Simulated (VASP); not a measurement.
# KCl (P4/mmm) in VASP: single point with HSE06

Aim: the single point of KCl with HSE06.

Everything below comes from runs of VASP 6.6.1. Logs are shortened: lines on timing, memory, paths and dates and some standing lists are left out, and cuts for length are marked.

### Step 1. The cell of the first run

Symmetry: P4/mmm, No. 123, tetragonal system. Conventional cell: a = 3.771 Å, b = 3.771 Å, c = 3.989 Å, α = 90.00°, β = 90.00°, γ = 90.00°. Within 4.4 Å of K (site symmetry 4/mmm) lie 8 Cl at 3.33 Å and 6 K at 3.77 to 3.99 Å. Within 4.4 Å of Cl (site symmetry 4/mmm) lie 8 K at 3.33 Å and 6 Cl at 3.77 to 3.99 Å.

### Step 2. Single point, HSE06 (uniaxial x strain +5.8%)

Contents of POSCAR:

```
KCl
1.0
    3.9891418156      0.0000000000      0.0000000000
    0.0000000000      3.7711682885      0.0000000000
    0.0000000000      0.0000000000      3.7711682885
K Cl
1 1
Direct
    0.0000000000      0.0000000000      0.0000000000
    0.5000000000      0.5000000000      0.5000000000
```

Contents of INCAR.step1:

```
SYSTEM = KCl
PREC = Accurate
ENCUT = 520
EDIFF = 1E-5
ISMEAR = 0
SIGMA = 0.01
LREAL = .FALSE.
LASPH = .TRUE.
NELM = 60
ALGO = Normal
ISIF = 2
LWAVE = .TRUE.
NBANDS = 15
GGA = PE
KPAR = 2
```

Contents of INCAR.step2:

```
SYSTEM = KCl
PREC = Accurate
ENCUT = 520
EDIFF = 1E-6
ISMEAR = 0
SIGMA = 0.01
LREAL = .FALSE.
LASPH = .TRUE.
NELM = 60
ALGO = Normal
ISIF = 2
LWAVE = .FALSE.
LCHARG = .TRUE.
GGA = PE
LHFCALC = .TRUE.
HFSCREEN = 0.2079
PRECFOCK = Normal
LVHAR = .TRUE.
NBANDS = 15
ISTART = 1
KPAR = 2
```

Contents of KPOINTS:

```
Automatic mesh
0
G
  6 6 6
  0 0 0
```

Potentials or basis: VASP PAW PBE potentials, release 64 (K_sv, Cl).

The run is started by

```sh
cat potpaw_PBE.64/K_sv/POTCAR potpaw_PBE.64/Cl/POTCAR > POTCAR
cp INCAR.step1 INCAR
mpirun -np 2 vasp_std > vasp.out
cp INCAR.step2 INCAR
mpirun -np 2 vasp_std > vasp.out
```

OUTCAR:

```text
SYSTEM = KCl
   PREC = Accurate
   ENCUT = 520
   EDIFF = 1E-6
   ISMEAR = 0
   LREAL = .FALSE.
   LASPH = .TRUE.
   NELM = 60
   ISIF = 2
   GGA = PE
   LHFCALC = .TRUE.
   HFSCREEN = 0.2079
   PRECFOCK = Normal
   ISTART = 1

 ion  position               nearest neighbor table
   1  0.000  0.000  0.000-
   2  0.500  0.500  0.500-

  LATTYP: Found a simple tetragonal cell.
 ALAT       =     3.7711682885
 C/A-ratio  =     1.0578000000

  Lattice vectors:

 A1 = (   0.0000000000,   3.7711682885,   0.0000000000)
 A2 = (   0.0000000000,   0.0000000000,   3.7711682885)
 A3 = (   3.9891418156,   0.0000000000,   0.0000000000)

Analysis of symmetry for initial positions (statically):
=====================================================================
 Subroutine PRICEL returns:
 Original cell was already a primitive cell.

 Routine SETGRP: Setting up the symmetry group for a
 simple tetragonal supercell.

 Subroutine GETGRP returns: Found 16 space group operations
 (whereof 16 operations were pure point group operations)
 out of a pool of 16 trial point group operations.

The static configuration has the point symmetry D_4h.

Analysis of symmetry for dynamics (positions and initial velocities):
=====================================================================
 Subroutine PRICEL returns:
 Original cell was already a primitive cell.

 Routine SETGRP: Setting up the symmetry group for a
 simple tetragonal supercell.

 Subroutine GETGRP returns: Found 16 space group operations
 (whereof 16 operations were pure point group operations)
 out of a pool of 16 trial point group operations.

The dynamic configuration has the point symmetry D_4h.

 Subroutine INISYM returns: Found 16 space group operations
 (whereof 16 operations are pure point group operations),
 and found     1 'primitive' translations

----------------------------------------------------------------------------------------

                                     Primitive cell

  volume of cell :      56.7324

  direct lattice vectors                    reciprocal lattice vectors
     3.989141816  0.000000000  0.000000000     0.250680484  0.000000000  0.000000000
     0.000000000  3.771168289  0.000000000     0.000000000  0.265169816  0.000000000
     0.000000000  0.000000000  3.771168289     0.000000000  0.000000000  0.265169816

  length of vectors
     3.989141816  3.771168289  3.771168289     0.250680484  0.265169816  0.265169816

  position of ions in fractional coordinates (direct lattice)
     0.000000000  0.000000000  0.000000000
     0.500000000  0.500000000  0.500000000

  ion indices of the primitive-cell ions
   primitive index   ion index
                 1           1
                 2           2

----------------------------------------------------------------------------------------

 KPOINTS: Automatic mesh

Automatic generation of k-mesh.
 Grid dimensions read from file:
 generate k-points for:    6    6    6

 Generating k-lattice:

  Cartesian coordinates                     Fractional coordinates (reciprocal lattice)
     0.041780081  0.000000000  0.000000000     0.166666667  0.000000000  0.000000000
     0.000000000  0.044194969  0.000000000     0.000000000  0.166666667  0.000000000
     0.000000000  0.000000000  0.044194969     0.000000000  0.000000000  0.166666667

  Length of vectors
     0.041780081  0.044194969  0.044194969

  Shift w.r.t. Gamma in fractional coordinates (k-lattice)
     0.000000000  0.000000000  0.000000000

 Subroutine IBZKPT returns following result:
 ===========================================

 Found     40 irreducible k-points:

 Following reciprocal coordinates:
            Coordinates               Weight
  0.000000  0.000000  0.000000      1.000000
  0.166667  0.000000  0.000000      2.000000
  0.333333  0.000000  0.000000      2.000000
  0.500000  0.000000  0.000000      1.000000
  0.000000  0.166667  0.000000      4.000000
  0.166667  0.166667  0.000000      8.000000
[... 16 lines left out ...]
  0.333333  0.333333  0.166667     16.000000
  0.500000  0.333333  0.166667      8.000000
 [... further k-points ...]
   k-points           NKPTS =     40   k-points in BZ     NKDIM =    216   number of bands    NBANDS=     15
   number of dos      NEDOS =    301   number of ions     NIONS =      2
   total plane-waves  NPLWV =  23520
   dimension x,y,z NGX =    30 NGY =   28 NGZ =   28
   dimension x,y,z NGXF=    60 NGYF=   56 NGZF=   56
   ions per type =               1   1
   NGX,Y,Z   is equivalent  to a cutoff of  12.50, 12.34, 12.34 a.u.
   NGXF,Y,Z  is equivalent  to a cutoff of  25.00, 24.69, 24.69 a.u.
 SYSTEM =  KCl
   PREC   = accura    normal or accurate (medium, high low for compatibility)
   ISTART =      1    job   : 0-new  1-cont  2-samecut
   ICHARG =      0    charge: 1-file 2-atom 10-const
   ISPIN  =      1    spin polarized calculation?
   LNONCOLLINEAR =      F non collinear calculations
   LSORBIT =      F    spin-orbit coupling
   LASPH  =      T    aspherical Exc in radial PAW
   ENCUT  =  520.0 eV  38.22 Ry    6.18 a.u.   7.42  7.01  7.01*2*pi/ulx,y,z
   NELM   =     60;   NELMIN=  2; NELMDL=  0     # of ELM steps
   EDIFF  = 0.1E-05   stopping-criterion for ELM
   LREAL  =      F    real-space projection
   EDIFFG = 0.1E-04   stopping-criterion for IOM
   NSW    =      0    number of steps for IOM
   IBRION =     -1    ionic relax: 0-MD 1-quasi-New 2-CG
   NFREE  =      0    steps in history (QN), initial steepest desc. (CG)
   ISIF   =      2    stress and relaxation
   ISYM   =      3    0-nonsym 1-usesym 2-fastsym
   POTIM  = 0.5000    time-step for ionic-motion
   TEBEG  =    0.0;   TEEND  =   0.0 temperature during run
   PSTRESS=    0.0 pullay stress
   NELECT =      16.0000    total number of electrons
   NUPDOWN=      -1.0000    fix difference up-down
   EMIN   =  10.00;   EMAX   =-10.00  energy-range for DOS
   EFERMI =   0.00;   METHOD = LEGACY
   ISMEAR =     0;   SIGMA  =   0.01  broadening in eV -4-tet -1-fermi 0-gaus
   EFERMI_NEDOS =   21; number of points for ismear=-14 and -15
   IALGO  =     38    algorithm
   IMIX   =      1    mixing-type and parameters
     AMIX     =   0.40;   BMIX     =  1.00
     AMIX_MAG =   1.60;   BMIX_MAG =  1.00
  volume/ion in A,a.u.               =      28.37       191.42
  Fermi-wavevector in a.u.,A,eV,Ry     =   1.073588  2.028787 15.681961  1.152592
  Thomas-Fermi vector in A             =   2.209392
   LORBIT       =      0    0 simple, 1 ext, 2 COOP (PROOUT), +10 PAW based schemes
   GGA     = PE    functional components
   LHFCALC =     T    Hartree Fock is set to
   PRECFOCK=normal    Normal, Fast or Accurate (Low or Medium for compatibility)
   ENCUT4O =  -1.0   cutoff for four orbital integrals eV
   NKREDX  =     1    reduce k-point grid by
   NKREDY  =     1    reduce k-point grid by
   NKREDZ  =     1    reduce k-point grid by
   AEXX    =    0.2500 exact exchange contribution
   HFSCREEN=    0.2079 screening length (either q_TF or 0.3 A-1)
   HFSCREENC=   0.2079 screening length for correlation (either q_TF or 0.3 A-1)
   ENCUTFOCK=  -1.0 apply spherical cutoff to Coloumb kernel
   IVDW    =     0    specifies the selected vdW correction
   LEPSILON=     F    determine dielectric tensor
   LRPA    =     F    only Hartree local field effects (RPA)
 non-spin polarized calculation
 Gauss-broadening in eV      SIGMA  =   0.01
  energy-cutoff  :      520.00
  volume of cell :       56.73
 maximum number of plane-waves:      1540
 NGX is ok and might be reduce to    30
  NGX = 24; NGY = 24; NGZ = 24

 number of electron      16.0000001 magnetization

 Free energy of the ion-electron system (eV)
  ---------------------------------------------------
  ext. energy  EPLUGINS =         0.00000000
  ---------------------------------------------------
  free energy    TOTEN  =        -7.70005676 eV

  energy without entropy =       -7.70005676  energy(sigma->0) =       -7.70005676

 E-fermi :  -1.6306     XC(G=0):  -6.7233

 val. band max:       -1.6934630246   @ k =   0.5000   0.5000   0.0000
 cond. band min:       4.2750300383   @ k =   0.0000   0.0000   0.0000
 fundamental gap:      5.9684930628
 Fermi energy:        -1.6305600389

 k-point     1 :       0.0000    0.0000    0.0000
  band No.  band energies     occupation
      1     -31.9963      2.00000
      2     -15.5338      2.00000
      3     -14.0393      2.00000
      4     -14.0177      2.00000
      5     -14.0177      2.00000
      6      -2.1959      2.00000
      7      -1.8977      2.00000
      8      -1.8977      2.00000
      9       4.2750      0.00000
     10       6.1104      0.00000
     11       6.3249      0.00000
     12      10.5581      0.00000
     13      10.5581      0.00000
     14      10.9550      0.00000
     15      13.2919      0.00000

 k-point     2 :       0.1667    0.0000    0.0000
  band No.  band energies     occupation
      1     -31.9931      2.00000
      2     -15.5751      2.00000
      3     -14.0119      2.00000
      4     -14.0119      2.00000
      5     -13.9938      2.00000
      6      -2.6152      2.00000
      7      -1.9038      2.00000
      8      -1.9038      2.00000
      9       4.9046      0.00000
     10       6.5393      0.00000
     11       6.5722      0.00000
     12      10.5387      0.00000
     13      10.5387      0.00000
     14      11.0713      0.00000
     15      12.3041      0.00000

 k-point     3 :       0.3333    0.0000    0.0000
  band No.  band energies     occupation
      1     -31.9867      2.00000
      2     -15.6551      2.00000
      3     -14.0003      2.00000
      4     -14.0003      2.00000
      5     -13.9022      2.00000
      6      -3.3137      2.00000
      7      -1.9167      2.00000
      8      -1.9167      2.00000
      9       6.2272      0.00000
     10       7.1196      0.00000
     11       7.5064      0.00000
     12      10.6124      0.00000
     13      10.6124      0.00000
     14      10.6998      0.00000
     15      11.3375      0.00000

 k-point     4 :       0.5000    0.0000    0.0000
  band No.  band energies     occupation
      1     -31.9835      2.00000
      2     -15.6940      2.00000
      3     -13.9945      2.00000
      4     -13.9945      2.00000
      5     -13.8557      2.00000
      6      -3.6173      2.00000
      7      -1.9233      2.00000
      8      -1.9233      2.00000
      9       7.2773      0.00000
     10       7.5980      0.00000
     11       7.6537      0.00000
     12       9.8307      0.00000
     13      10.7601      0.00000
     14      10.7601      0.00000
     15      11.4937      0.00000
[... 307 lines left out ...]
 k-point    22 :       0.1667    0.3333    0.1667
  band No.  band energies     occupation
      1     -31.9699      2.00000
      2     -15.4942      2.00000
      3     -14.1180      2.00000
      4     -14.0499      2.00000
      5     -13.9643      2.00000
      6      -3.1016      2.00000
      7      -2.4200      2.00000
      8      -2.2269      2.00000
      9       6.7641      0.00000
     10       7.6208      0.00000
     11       8.0465      0.00000
     12       9.4012      0.00000
     13       9.5233      0.00000
     14       9.9138      0.00000
     15      12.5439      0.00000

 k-point    23 :       0.3333    0.3333    0.1667
  band No.  band energies     occupation
      1     -31.9641      2.00000
      2     -15.3910      2.00000
      3     -14.1868      2.00000
      4     -14.0622      2.00000
      5     -14.0229      2.00000
      6      -2.9948      2.00000
      7      -2.8679      2.00000
      8      -2.1888      2.00000
      9       6.8023      0.00000
     10       7.8999      0.00000
     11       8.7202      0.00000
     12       8.8352      0.00000
     13       9.4637      0.00000
     14       9.9061      0.00000
     15      12.4430      0.00000

 k-point    24 :       0.5000    0.3333    0.1667
  band No.  band energies     occupation
      1     -31.9612      2.00000
      2     -15.3358      2.00000
      3     -14.2087      2.00000
      4     -14.0924      2.00000
      5     -14.0436      2.00000
      6      -3.1369      2.00000
      7      -2.8767      2.00000
      8      -2.1624      2.00000
      9       6.5927      0.00000
     10       7.9775      0.00000
     11       8.5396      0.00000
     12       9.1567      0.00000
     13       9.7689      0.00000
     14      10.3292      0.00000
     15      11.9171      0.00000

 [... further k-points ...]

------------------------ aborting loop because EDIFF is reached ----------------------------------------

  FORCE on cell =-STRESS in cart. coord.  units (eV):
  Direction    XX          YY          ZZ          XY          YZ          ZX
  --------------------------------------------------------------------------------------
  -------------------------------------------------------------------------------------
  Total       -0.7561282      0.1193689      0.1193689      0.0000000      0.0000000      0.0000000
  in kB      -21.3537788      3.3710910      3.3710910      0.0000000      0.0000000      0.0000000
  external PRESSURE =      -4.8705323 kB  Pullay stress =       0.0000000 kB

 VOLUME and BASIS-vectors are now :
 -----------------------------------------------------------------------------
  energy-cutoff  :      520.00
  volume of cell :       56.73
      direct lattice vectors                 reciprocal lattice vectors
     3.989141816  0.000000000  0.000000000     0.250680484  0.000000000  0.000000000
     0.000000000  3.771168289  0.000000000     0.000000000  0.265169816  0.000000000
     0.000000000  0.000000000  3.771168289     0.000000000  0.000000000  0.265169816

 POSITION                                       TOTAL-FORCE (eV/Angst)
 -----------------------------------------------------------------------------------
      0.00000      0.00000      0.00000         0.000000      0.000000      0.000000
      1.99457      1.88558      1.88558         0.000000      0.000000      0.000000
 -----------------------------------------------------------------------------------
    total drift:                                0.000000     -0.000000      0.000000

  FREE ENERGIE OF THE ION-ELECTRON SYSTEM (eV)
  ---------------------------------------------------
  free  energy   TOTEN  =        -7.7000567610 eV

  energy  without entropy=       -7.7000567610  energy(sigma->0) =       -7.70005676
```

Run time: 35 min. Hardware: 2 MPI ranks of Intel Xeon Platinum 8259CL at 2.50GHz (Skylake/Cascade Lake), shared host; peak memory 0.29 GiB.

Results:

```
Free energy            : -7.7001 eV
Pressure               : -0.5 GPa
Band gap on the k mesh : 5.97 eV (least direct gap 6.17 eV)
```

Stress tensor (GPa, compression positive):
```
-2.14  0.00  0.00
 0.00  0.34  0.00
 0.00  0.00  0.34
```

Caveat: the cell differs from its parent crystal (uniaxial x strain +5.8%); the structure was generated, so it needn't be the stable form of KCl; the PAW data sets were made with another functional, which shifts forces and pressure a little. A k mesh can miss the band edges.
